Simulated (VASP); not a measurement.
# LaS (Fm-3m) in VASP: notebook, part 3 of 3

VASP 6.6.1. Earlier steps stand in the parts before.

## 5. Single point, LDA

This run uses another cell than the first one, of 25.08 Å³/atom, 1.064 times its volume.

Contents of INCAR:

```
SYSTEM = LaS
  PREC = Accurate
  ENCUT = 520
  EDIFF = 1E-6
  ISMEAR = 1
  SIGMA = 0.15
  LREAL = .False.
  LASPH = .True.
  NELM = 80
  ALGO = Normal
  ISIF = 2
  LWAVE = .False.
  LCHARG = .False.
  NBANDS = 16
```

Contents of KPOINTS:

```
regular mesh
0
Gamma
  8 8 8
  0 0 0
```

Contents of POSCAR:

```
LaS
1.0
    0.0000000000      2.9270000000      2.9270000000
    2.9270000000      0.0000000000      2.9270000000
    2.9270000000      2.9270000000      0.0000000000
La S
1 1
Direct
    0.0000000000      0.0000000000      0.0000000000
    0.5000000000      0.5000000000      0.5000000000
```

Potentials or basis: VASP PAW LDA potentials, release 64 (La, S).

Run with:

```bash
cat potpaw_LDA.64/La/POTCAR potpaw_LDA.64/S/POTCAR > POTCAR
mpirun -np 1 vasp_std > vasp.out
```

OUTCAR:

```text
SYSTEM = LaS
   PREC = Accurate
   ENCUT = 520
   EDIFF = 1E-6
   ISMEAR = 1
   LREAL = .False.
   LASPH = .True.
   NELM = 80
   ISIF = 2

 ion  position               nearest neighbor table
   1  0.000  0.000  0.000-   2 2.93   2 2.93   2 2.93   2 2.93   2 2.93   2 2.93
   2  0.500  0.500  0.500-   1 2.93   1 2.93   1 2.93   1 2.93   1 2.93   1 2.93

  LATTYP: Found a face centered cubic cell.
 ALAT       =     5.8540000000

  Lattice vectors:

 A1 = (   0.0000000000,   2.9270000000,   2.9270000000)
 A2 = (   2.9270000000,   0.0000000000,   2.9270000000)
 A3 = (   2.9270000000,   2.9270000000,   0.0000000000)

Analysis of symmetry for initial positions (statically):
=====================================================================
 Subroutine PRICEL returns:
 Original cell was already a primitive cell.

 Routine SETGRP: Setting up the symmetry group for a
 face centered cubic supercell.

 Subroutine GETGRP returns: Found 48 space group operations
 (whereof 48 operations were pure point group operations)
 out of a pool of 48 trial point group operations.

The static configuration has the point symmetry O_h .

Analysis of symmetry for dynamics (positions and initial velocities):
=====================================================================
 Subroutine PRICEL returns:
 Original cell was already a primitive cell.

 Routine SETGRP: Setting up the symmetry group for a
 face centered cubic supercell.

 Subroutine GETGRP returns: Found 48 space group operations
 (whereof 48 operations were pure point group operations)
 out of a pool of 48 trial point group operations.

The dynamic configuration has the point symmetry O_h .

 Subroutine INISYM returns: Found 48 space group operations
 (whereof 48 operations are pure point group operations),
 and found     1 'primitive' translations

----------------------------------------------------------------------------------------

                                     Primitive cell

  volume of cell :      50.1531

  direct lattice vectors                    reciprocal lattice vectors
     0.000000000  2.927000000  2.927000000    -0.170823369  0.170823369  0.170823369
     2.927000000  0.000000000  2.927000000     0.170823369 -0.170823369  0.170823369
     2.927000000  2.927000000  0.000000000     0.170823369  0.170823369 -0.170823369

  length of vectors
     4.139403097  4.139403097  4.139403097     0.295874754  0.295874754  0.295874754

  position of ions in fractional coordinates (direct lattice)
     0.000000000  0.000000000  0.000000000
     0.500000000  0.500000000  0.500000000

  ion indices of the primitive-cell ions
   primitive index   ion index
                 1           1
                 2           2

----------------------------------------------------------------------------------------

 KPOINTS: regular mesh

Automatic generation of k-mesh.
 Grid dimensions read from file:
 generate k-points for:    8    8    8

 Generating k-lattice:

  Cartesian coordinates                     Fractional coordinates (reciprocal lattice)
    -0.021352921  0.021352921  0.021352921     0.125000000  0.000000000  0.000000000
     0.021352921 -0.021352921  0.021352921     0.000000000  0.125000000  0.000000000
     0.021352921  0.021352921 -0.021352921     0.000000000  0.000000000  0.125000000

  Length of vectors
     0.036984344  0.036984344  0.036984344

  Shift w.r.t. Gamma in fractional coordinates (k-lattice)
     0.000000000  0.000000000  0.000000000

 Subroutine IBZKPT returns following result:
 ===========================================

 Found     29 irreducible k-points:

 Following reciprocal coordinates:
            Coordinates               Weight
  0.000000  0.000000  0.000000      1.000000
  0.125000  0.000000  0.000000      8.000000
  0.250000  0.000000  0.000000      8.000000
  0.375000  0.000000  0.000000      8.000000
  0.500000  0.000000  0.000000      4.000000
  0.125000  0.125000  0.000000      6.000000
[... 16 lines left out ...]
  0.500000  0.250000  0.125000     48.000000
 -0.375000  0.250000  0.125000     24.000000
 [... further k-points ...]
   k-points           NKPTS =     29   k-points in BZ     NKDIM =     29   number of bands    NBANDS=     16
   number of dos      NEDOS =    301   number of ions     NIONS =      2
   total plane-waves  NPLWV =  32768
   dimension x,y,z NGX =    32 NGY =   32 NGZ =   32
   dimension x,y,z NGXF=    64 NGYF=   64 NGZF=   64
   ions per type =               1   1
   NGX,Y,Z   is equivalent  to a cutoff of  12.85, 12.85, 12.85 a.u.
   NGXF,Y,Z  is equivalent  to a cutoff of  25.70, 25.70, 25.70 a.u.
 SYSTEM =  LaS
   PREC   = accura    normal or accurate (medium, high low for compatibility)
   ISTART =      0    job   : 0-new  1-cont  2-samecut
   ICHARG =      2    charge: 1-file 2-atom 10-const
   ISPIN  =      1    spin polarized calculation?
   LNONCOLLINEAR =      F non collinear calculations
   LSORBIT =      F    spin-orbit coupling
   LASPH  =      T    aspherical Exc in radial PAW
   ENCUT  =  520.0 eV  38.22 Ry    6.18 a.u.   7.70  7.70  7.70*2*pi/ulx,y,z
   NELM   =     80;   NELMIN=  2; NELMDL= -5     # of ELM steps
   EDIFF  = 0.1E-05   stopping-criterion for ELM
   LREAL  =      F    real-space projection
   EDIFFG = 0.1E-04   stopping-criterion for IOM
   NSW    =      0    number of steps for IOM
   IBRION =     -1    ionic relax: 0-MD 1-quasi-New 2-CG
   NFREE  =      0    steps in history (QN), initial steepest desc. (CG)
   ISIF   =      2    stress and relaxation
   ISYM   =      2    0-nonsym 1-usesym 2-fastsym
   POTIM  = 0.5000    time-step for ionic-motion
   TEBEG  =    0.0;   TEEND  =   0.0 temperature during run
   PSTRESS=    0.0 pullay stress
   NELECT =      17.0000    total number of electrons
   NUPDOWN=      -1.0000    fix difference up-down
   EMIN   =  10.00;   EMAX   =-10.00  energy-range for DOS
   EFERMI =   0.00;   METHOD = LEGACY
   ISMEAR =     1;   SIGMA  =   0.15  broadening in eV -4-tet -1-fermi 0-gaus
   EFERMI_NEDOS =   21; number of points for ismear=-14 and -15
   IALGO  =     38    algorithm
   IMIX   =      4    mixing-type and parameters
     AMIX     =   0.40;   BMIX     =  1.00
     AMIX_MAG =   1.60;   BMIX_MAG =  1.00
  volume/ion in A,a.u.               =      25.08       169.23
  Fermi-wavevector in a.u.,A,eV,Ry     =   1.141454  2.157035 17.727265  1.302917
  Thomas-Fermi vector in A             =   2.278154
   LORBIT       =      0    0 simple, 1 ext, 2 COOP (PROOUT), +10 PAW based schemes
   GGA     = CA    functional components
   LHFCALC =     F    Hartree Fock is set to
   AEXX    =    0.0000 exact exchange contribution
   IVDW    =     0    specifies the selected vdW correction
   LEPSILON=     F    determine dielectric tensor
   LRPA    =     F    only Hartree local field effects (RPA)
 non-spin polarized calculation
 Methfessel and Paxton  Order N= 1 SIGMA  =   0.15
  energy-cutoff  :      520.00
  volume of cell :       50.15
 maximum number of plane-waves:      1365
   NGX = 15   NGY = 15   NGZ = 15

 number of electron      16.9999999 magnetization

 Free energy of the ion-electron system (eV)
  ---------------------------------------------------
  ext. energy  EPLUGINS =         0.00000000
  ---------------------------------------------------
  free energy    TOTEN  =       -14.78296280 eV

  energy without entropy =      -14.78148221  energy(sigma->0) =      -14.78246927

 E-fermi :   8.6568     XC(G=0): -10.3327

 val. band max:        8.4895357485   @ k =  -0.3750   0.3750   0.1250
 cond. band min:       8.6830487425   @ k =   0.3750   0.1250   0.0000
 fundamental gap:      0.1935129940
 Fermi energy:         8.6567855250

 k-point     1 :       0.0000    0.0000    0.0000
  band No.  band energies     occupation
      1     -24.2165      2.00000
      2      -7.7656      2.00000
      3      -7.7656      2.00000
      4      -7.7656      2.00000
      5      -5.0980      2.00000
      6       5.4812      2.00000
[... 8 lines left out ...]
     15      10.1661     -0.00000
     16      10.6131     -0.00000

 k-point     2 :       0.1250    0.0000    0.0000
  band No.  band energies     occupation
      1     -24.2051      2.00000
      2      -8.0175      2.00000
      3      -7.7745      2.00000
      4      -7.7745      2.00000
      5      -4.8087      2.00000
      6       4.9676      2.00000
[... 8 lines left out ...]
     15      10.6153     -0.00000
     16      10.6739     -0.00000
[... 387 lines left out ...]
      5      -4.0534      2.00000
      6       3.6116      2.00000
[... 8 lines left out ...]
     15      10.5740     -0.00000
     16      11.0213     -0.00000

 k-point    24 :      -0.3750    0.2500    0.1250
  band No.  band energies     occupation
      1     -24.1254      2.00000
      2      -8.7816      2.00000
      3      -8.0554      2.00000
      4      -7.9165      2.00000
      5      -3.9944      2.00000
      6       3.5644      2.00000
[... 8 lines left out ...]
     15      10.5643     -0.00000
     16      11.2607     -0.00000

 [... further k-points ...]
[... 5 lines left out ...]
  --------------------------------------------------------------------------------------
  -------------------------------------------------------------------------------------
  Total       -1.2000059     -1.2000059     -1.2000059      0.0000000     -0.0000000      0.0000000
  in kB      -38.3350303    -38.3350303    -38.3350303      0.0000000     -0.0000000      0.0000000
  external PRESSURE =     -38.3350303 kB  Pullay stress =       0.0000000 kB

 VOLUME and BASIS-vectors are now :
 -----------------------------------------------------------------------------
  energy-cutoff  :      520.00
  volume of cell :       50.15
      direct lattice vectors                 reciprocal lattice vectors
     0.000000000  2.927000000  2.927000000    -0.170823369  0.170823369  0.170823369
     2.927000000  0.000000000  2.927000000     0.170823369 -0.170823369  0.170823369
     2.927000000  2.927000000  0.000000000     0.170823369  0.170823369 -0.170823369

 POSITION                                       TOTAL-FORCE (eV/Angst)
 -----------------------------------------------------------------------------------
      0.00000      0.00000      0.00000         0.000000      0.000000     -0.000000
      2.92700      2.92700      2.92700        -0.000000     -0.000000      0.000000
 -----------------------------------------------------------------------------------
    total drift:                                0.000000     -0.000000     -0.000000

  FREE ENERGIE OF THE ION-ELECTRON SYSTEM (eV)
  ---------------------------------------------------
  free  energy   TOTEN  =       -14.7829628033 eV

  energy  without entropy=      -14.7814822082  energy(sigma->0) =      -14.78246927
```

OSZICAR:

```text
N       E                     dE             d eps       ncg     rms          rms(c)
DAV:   1     0.135619940445E+03    0.13562E+03   -0.61175E+03   952   0.144E+03
DAV:   2     0.973049584254E-01   -0.13552E+03   -0.11975E+03  1168   0.202E+02
DAV:   3    -0.142596516529E+02   -0.14357E+02   -0.13822E+02  1280   0.992E+01
DAV:   4    -0.149732006170E+02   -0.71355E+00   -0.70359E+00  1608   0.169E+01
DAV:   5    -0.149943470425E+02   -0.21146E-01   -0.21141E-01  1280   0.246E+00    0.491E+00
DAV:   6    -0.148103697370E+02    0.18398E+00   -0.49011E-01  1344   0.288E+00    0.341E+00
DAV:   7    -0.147864392822E+02    0.23930E-01   -0.89525E-02  1664   0.190E+00    0.152E+00
DAV:   8    -0.147832944142E+02    0.31449E-02   -0.92003E-03  1600   0.749E-01    0.238E-01
DAV:   9    -0.147830005569E+02    0.29386E-03   -0.25294E-03  1624   0.455E-01    0.748E-02
DAV:  10    -0.147829653807E+02    0.35176E-04   -0.38266E-04  1248   0.965E-02    0.403E-02
DAV:  11    -0.147829626238E+02    0.27568E-05   -0.32301E-05  1416   0.362E-02    0.159E-02
DAV:  12    -0.147829628033E+02   -0.17951E-06   -0.52962E-06  1648   0.154E-02
   1 F= -.14782963E+02 E0= -.14782469E+02  d E =-.148060E-02
```

It took 7.9 s on 1 thread of Intel Xeon 6975P-C (Granite Rapids), shared host; peak memory 0.17 GiB.

Results:

```yaml
Free_energy: -14.7830 eV
Pressure: -3.8 GPa
```

Levels at points of the mesh, in eV from the Fermi level:
| k point | band 6 | band 7 | band 8 | band 9 | band 10 | band 11 |
| --- | --- | --- | --- | --- | --- | --- |
| (0.00, 0.00, 0.00) | -3.18 | -3.18 | -3.18 | 0.21 | 0.21 | 0.21 |
| (0.50, 0.00, 0.00) | -5.70 | -4.67 | -4.67 | 1.08 | 1.43 | 1.43 |
| (0.50, 0.50, 0.00) | -3.57 | -3.22 | -3.22 | -1.85 | 1.61 | 1.61 |

Caveat: spin-orbit coupling is left out, which moves the levels of the heavy elements.

## 6. Single point, LDA

This run uses another cell than the first one, of 25.58 Å³/atom, 1.085 times its volume.

Contents of INCAR:

```
PREC     = Accurate       # precision mode
ENCUT    = 520            # plane-wave cutoff, eV
EDIFF    = 1E-6           # SCF threshold, eV
ISMEAR   = 1              # smearing method
SIGMA    = 0.15           # smearing width, eV
LREAL    = F              # projectors in reciprocal space
LASPH    = T              # aspherical terms in the spheres
NELM     = 80             # most SCF steps
ALGO     = Normal         # electronic algorithm
ISIF     = 2              # what is computed and relaxed
LWAVE    = F              # write WAVECAR
LCHARG   = F              # write CHGCAR
GGA      = CA             # functional
NBANDS   = 16             # bands
```

Contents of KPOINTS:

```
Automatic mesh
0
Gamma
  8 8 8
```

Contents of POSCAR:

```
LaS
1.0
    0.0000000000      2.9463846709      2.9463846709
    2.9463846709      0.0000000000      2.9463846709
    2.9463846709      2.9463846709      0.0000000000
La S
1 1
Direct
    0.0000000000      0.0000000000      0.0000000000
    0.5000000000      0.5000000000      0.5000000000
```

Potentials or basis: VASP PAW LDA potentials, release 64 (La, S).

Run with:

```bash
cat potpaw_LDA.64/La/POTCAR potpaw_LDA.64/S/POTCAR > POTCAR
mpirun -np 1 vasp_std > vasp.out
```

Run time: 7.9 s. Hardware: 1 thread of Intel Xeon 6975P-C (Granite Rapids), shared host; peak memory 0.17 GiB.

The run converged. Its results:

| Quantity | Value |
| --- | --- |
| Free energy | -14.7545 eV |
| Pressure | -5.3 GPa |

Levels at points of the mesh, in eV from the Fermi level:
```csv
k point,band 4,band 5,band 6,band 7,band 8,band 9,band 10,band 11,band 12,band 13
"(0.00, 0.00, 0.00)",-16.49,-13.73,-3.17,-3.17,-3.17,0.21,0.21,0.21,1.18,1.18
"(0.50, 0.00, 0.00)",-16.55,-12.27,-5.65,-4.62,-4.62,1.03,1.37,1.37,1.69,1.69
"(0.50, 0.50, 0.00)",-16.76,-13.60,-3.62,-3.24,-3.24,-1.81,1.54,1.54,1.66,1.66
```

Caveat: spin-orbit coupling is left out, which moves the levels of the heavy elements.

## 7. The runs side by side

```csv
cell,gap on the mesh (eV),pressure (GPa)
"a = 4.055 Å, angles 60.0°, 2 atoms",none,1.7
"a = 4.083 Å, angles 60.0°, 2 atoms",none,-0.4
"a = 4.112 Å, angles 60.0°, 2 atoms",none,-2.2
"a = 4.139 Å, angles 60.0°, 2 atoms",none,-3.8
"a = 4.167 Å, angles 60.0°, 2 atoms",none,-5.3
```

Alike in all rows: task single point; level LDA; potentials or basis VASP PAW LDA potentials, release 64 (La, S); no spin polarisation; k mesh 8 × 8 × 8; cutoff (eV) 520; smearing methfessel-paxton 0.15 eV.

Caveats: spin-orbit coupling is left out, which moves the levels of the heavy elements.

Absolute energies hang on the potentials; compare differences alone.
